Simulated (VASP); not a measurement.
GaN:

```xyz
4
Lattice="3.2218 0.0000 0.0000 -1.6109 2.7902 0.0000 0.0000 0.0000 5.2340" Properties=species:S:1:pos:R:3 pbc="T T T"
Ga    1.6109    0.9301    2.6170
Ga    0.0000    1.8601    0.0000
N     1.6109    0.9301    4.5797
N     0.0000    1.8601    1.9627
```

Base run:

```yaml
Program: VASP 6.6.1
Functional: b88 exchange, pbe correlation
Potentials_or_basis: VASP PAW PBE potentials, release 64 (Ga_d, N)
Cutoff: 600 eV
k_mesh: 10 × 10 × 5
Occupations: fermi-dirac, width 0.05 eV
Spin: no spin polarisation
```

Its results: band gap on the k mesh 1.71 eV; pressure -0.6 GPa; largest force 0.124 eV/Å.

Problem. The run is repeated on the same cell with these changes: functional from b88 exchange, pbe correlation to PBE exchange alone; cutoff from 600 eV to 520 eV. What comes out?

Solution. Band gap on the k mesh 1.79 eV; pressure 18.5 GPa; largest force 0.121 eV/Å.

Caveats: the PAW data sets were made with another functional, which shifts forces and pressure a little (at least some runs); the cell stands under pressure (at least some runs).

